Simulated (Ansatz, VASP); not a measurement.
# Rh: VASP beside Ansatz

```
Rh
1.0
     2.69174    0.00000    0.00000
    -1.34587    2.33112    0.00000
     0.00000    0.00000    8.79807
Rh
4
Direct
  0.00000 0.00000 0.00000
  0.33333 0.66667 0.25000
  0.00000 0.00000 0.50000
  0.66667 0.33333 0.75000
```

Alike in both runs: task relaxation of cell and atoms; functional PBE; k mesh 9 × 9 × 2; occupations gaussian, width 0.1 eV; no spin polarisation.

|  | VASP | Ansatz |
| --- | --- | --- |
| version | VASP 6.6.1 | Ansatz 0.2.0 |
| potentials or method | VASP PAW PBE potentials, release 64 (Rh_pv), cutoff 600 eV | scalar-relativistic, plane waves, PAW |
| valence electrons in the cell | 60 | 68 |

Ansatz gave:

```
gap on the k mesh at the Fermi level, each at its own relaxed structure (eV) : none
relaxed volume (Å³/atom)                                                     : 14.08
relaxed cell length with the largest relative difference (Å)                 : 8.824
```

Task: Estimate VASP's values.

Result: gap on the k mesh at the Fermi level, each at its own relaxed structure (eV): none; relaxed volume (Å³/atom): 14.06; relaxed cell length with the largest relative difference (Å): 8.816.

A gap of «none» marks a metal or a gap that the smearing closes. VASP's potentials hold 60 valence electrons a cell and Ansatz's 68, so a difference there can come from the potentials and not from the codes.
